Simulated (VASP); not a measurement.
Here is a VASP 6.6.1 calculation.

The input INCAR:

```
SYSTEM = Ru
PREC = Accurate
ENCUT = 520
EDIFF = 1E-7
ISMEAR = 0
SIGMA = 0.1
LREAL = .FALSE.
LASPH = .TRUE.
NELM = 80
ALGO = Normal
ISIF = 2
LWAVE = .FALSE.
LCHARG = .TRUE.
LDIPOL = .TRUE.
IDIPOL = 3
DIPOL = 0.5 0.5 0.500
GGA = PS
LELF = .TRUE.
LVHAR = .TRUE.
LVACPOTAV = .TRUE.
NBANDS = 96
```

Contents of KPOINTS:

```
Automatic mesh
0
G
  13 8 1
  0 0 0
```

The input POSCAR:

```
Ru
1.0
    2.6895240366      0.0000000000      0.0000000000
    0.0000000000      4.2519208173      0.0000000000
    0.0000000000      0.0000000000     27.4223794120
Ru
12
Direct
    0.0000000000      0.7500000000      0.2772184561
    0.5000000000      0.2500000000      0.3019595771
    0.5000000000      0.7500000000      0.3581753396
    0.0000000000      0.2500000000      0.3862114715
    0.0000000000      0.7500000000      0.4436716908
    0.5000000000      0.2500000000      0.4715045368
    0.5000000000      0.7500000000      0.5284954622
    0.0000000000      0.2500000000      0.5563283088
    0.0000000000      0.7500000000      0.6137885283
    0.5000000000      0.2500000000      0.6418246603
    0.5000000000      0.7500000000      0.6980404237
    0.0000000000      0.2500000000      0.7227815449
```

Potentials or basis: VASP PAW PBE potentials, release 64 (Ru_pv).

Command:

```sh
$ cat potpaw_PBE.64/Ru_pv/POTCAR > POTCAR
$ mpirun -np 1 vasp_std > vasp.out
```

Question: Estimate the largest force.

Answer: 0.009 eV/Å.

Question: Estimate the band gap on the k mesh.

Answer: Zero (bands 84 and 85 overlap by 1.94 eV).

Forces on the atoms (eV/Å):
```
Ru   0.000  0.000 -0.009
Ru   0.000  0.000 -0.009
Ru   0.000  0.000  0.003
Ru   0.000  0.000 -0.004
Ru   0.000  0.000 -0.001
Ru   0.000  0.000  0.002
Ru   0.000  0.000 -0.002
Ru   0.000  0.000  0.001
Ru   0.000  0.000  0.004
Ru   0.000  0.000 -0.003
Ru   0.000  0.000  0.009
Ru   0.000  0.000  0.009
```

Caveat: the PAW data sets were made with another functional, which shifts forces and pressure a little.
